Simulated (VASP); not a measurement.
A run of VASP 6.6.1:

The input INCAR:

```
  ALGO = Normal
  EDIFF = 1E-6
  EDIFFG = -0.002
  ENCUT = 520
  GGA = PS
  IBRION = 2
  ISIF = 2
  ISMEAR = 0
  LASPH = True
  LCHARG = False
  LREAL = False
  LWAVE = False
  NELM = 80
  NSW = 60
  PREC = Accurate
  SIGMA = 0.02
```

File KPOINTS:

```
k-points
0
Gamma
  9 9 6
```

File POSCAR:

```
C
1.0
    2.5049743428      0.0000000000      0.0000000000
   -1.2524871714      2.1693714167      0.0000000000
    0.0000000000      0.0000000000      4.1189829197
C
4
Direct
    0.3333333333      0.6666666667     -0.0002008248
    0.6666666667      0.3333333333      0.4997991752
    0.3333333333      0.6666666667      0.3742008248
    0.6666666667      0.3333333333      0.8742008248
```

Potentials or basis: VASP PAW PBE potentials, release 64 (C).

The run is started by

```bash
$ cat potpaw_PBE.64/C/POTCAR > POTCAR
$ mpirun -np 1 vasp_std > vasp.out
```

Hardware: 1 thread of AMD EPYC 9R45 96-Core Processor (Zen 5) (shared host).

Problem. Estimate the wall time of this run.

Solution. It took 11 s on 1 thread of AMD EPYC 9R45 96-Core Processor (Zen 5), on a shared host, peak memory 0.1 GiB. Counts: scf iterations 19, k points 48, ion steps 3.
